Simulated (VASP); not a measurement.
Input of a VASP 6.6.1 run:

The input INCAR:

```
SYSTEM = Ga
PREC     = Accurate       ! precision mode
ENCUT    = 520            ! plane-wave cutoff, eV
EDIFF    = 1E-6           ! SCF threshold, eV
ISMEAR   = -1             ! smearing method
SIGMA    = 0.05           ! smearing width, eV
LREAL    = .FALSE.        ! projectors in reciprocal space
LASPH    = .TRUE.         ! aspherical terms in the spheres
NELM     = 80             ! most SCF steps
ALGO     = Fast           ! electronic algorithm
ISIF     = 2              ! what is computed and relaxed
LWAVE    = .FALSE.        ! write WAVECAR
LCHARG   = .FALSE.        ! write CHGCAR
GGA      = PS             ! functional
NBANDS   = 34             ! bands
```

Contents of KPOINTS:

```
regular mesh
0
G
  7 7 6
  0 0 0
```

File POSCAR:

```
Ga
1.0
    3.8169566100     -2.3266295500      0.0000000000
    3.8169566100      2.3266295500      0.0000000000
    0.0000000000      0.0000000000      4.4882540000
Ga
4
Direct
    0.6655504900      0.0096853900      0.2500000000
    0.0096853900      0.6655504900      0.7500000000
    0.3344495100      0.9903146100      0.7500000000
    0.9903146100      0.3344495100      0.2500000000
```

Potentials or basis: VASP PAW PBE potentials, release 64 (Ga_d).

Command:

```console
$ cat potpaw_PBE.64/Ga_d/POTCAR > POTCAR
$ mpirun -np 1 vasp_std > vasp.out
```

Q: Estimate the pressure.

A: -0.2 GPa.

Q: Estimate the band gap on the k mesh.

A: Zero (band 26 reaches 5.10 eV, above the bottom of band 27 at 4.38 eV).

Q: Estimate the largest force.

A: 0.027 eV/Å.

Stress tensor (GPa, compression positive):
```
 0.33  0.00  0.00
 0.00 -0.53  0.00
 0.00  0.00 -0.37
```

Caveat: the PAW data sets were made with another functional, which shifts forces and pressure a little.
